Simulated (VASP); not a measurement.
A run of VASP 6.6.1:

The input INCAR:

```
PREC = Accurate
ENCUT = 520
EDIFF = 1E-6
ISMEAR = 0
SIGMA = 0.05
LREAL = False
LASPH = True
NELM = 100
ALGO = Normal
ISIF = 2
LWAVE = False
LCHARG = True
GGA = PE
IVDW = 12
LELF = True
LVHAR = True
NBANDS = 20
```

Contents of KPOINTS:

```
Automatic mesh
0
Gamma
  9 9 4
```

POSCAR

```
Al2O3
1.0
    2.9172793866      0.0000000000      0.0000000000
   -1.4586396933      2.5264380587      0.0000000000
    0.0000000000      0.0000000000      7.4236882398
Al O
2 3
Direct
    0.0000000000      0.0000000000      0.1907358529
    0.0000000000      0.0000000000      0.8092641471
    0.3333333333      0.6666666667      0.2772396691
    0.6666666667      0.3333333333      0.0000000000
    0.3333333333      0.6666666667      0.7227603309
```

Potentials or basis: VASP PAW PBE potentials, release 64 (Al, O).

Command:

```sh
$ cat potpaw_PBE.64/Al/POTCAR potpaw_PBE.64/O/POTCAR > POTCAR
$ mpirun -np 1 vasp_std > vasp.out
```

Hardware: 1 thread of Intel Xeon 8259CL, on a shared host.

Q: How long does it take, and how much memory?

A: Wall time 45 s on 1 thread of Intel Xeon 8259CL, with other jobs on the host, peak memory 0.2 GiB. Counts: scf iterations 14, k points 36.
